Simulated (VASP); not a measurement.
Write the native input for VASP 6.6.1 that does the following.

```
Task                   : single point
Functional             : PBEsol
Potentials or basis    : VASP PAW PBE potentials, release 64 (Ni, Ge_d)
Cutoff                 : 520 eV
k mesh                 : 8 × 12 × 8
Occupations            : gaussian, width 0.15 eV
Spin                   : no spin polarisation
Dipole correction      : no
Further INCAR settings : ALGO = Fast; EDIFF = 1e-07; NBANDS = 58
```

The structure of NiGe lies in POSCAR:

```
NiGe
1.0
    5.3107947876      0.0000000000      0.0000000000
    0.0000000000      3.4400167648      0.0000000000
    0.0000000000      0.0000000000      5.7392574988
Ni Ge
4 4
Direct
    0.9976939271      0.7500000000      0.1888713156
    0.0117208595      0.2500000000      0.8111286844
    0.5117208595      0.2500000000      0.6888713156
    0.4976939271      0.7500000000      0.3111286844
    0.8116425502      0.7500000000      0.5883967035
    0.1883574498      0.2500000000      0.4116032965
    0.6883574498      0.2500000000      0.0883967035
    0.3116425502      0.7500000000      0.9116032965
```

This cell differs from its parent crystal: all Ni atoms moved +0.025 Å, as atom 1 along Cartesian [1 0 0].

One way to write it, as run:

INCAR

```
  PREC = Accurate
  ENCUT = 520
  EDIFF = 1E-7
  ISMEAR = 0
  SIGMA = 0.15
  LREAL = F
  LASPH = T
  NELM = 100
  ALGO = Fast
  ISIF = 2
  LWAVE = F
  LCHARG = F
  GGA = PS
  NBANDS = 58
```

KPOINTS

```
Automatic mesh
0
Gamma
  8 12 8
```

Potentials or basis: VASP PAW PBE potentials, release 64 (Ni, Ge_d).

Launch:

```sh
$ cat potpaw_PBE.64/Ni/POTCAR potpaw_PBE.64/Ge_d/POTCAR > POTCAR
$ mpirun -np 1 vasp_std > vasp.out
```

It gave:

| Quantity | Value |
| --- | --- |
| Pressure | 0.2 GPa |
| Largest force | 0.199 eV/Å |
| Band gap on the k mesh | zero (bands 48 and 49 overlap by 1.74 eV) |

Caveat: the cell differs from its parent crystal (all Ni atoms moved +0.025 Å, as atom 1 along Cartesian [1 0 0]); the PAW data sets were made with another functional, which shifts forces and pressure a little.

Run time: 40 min on 1 thread of Oxide Virtual Turin-like Processor, with other jobs on the host, peak memory 0.77 GiB.
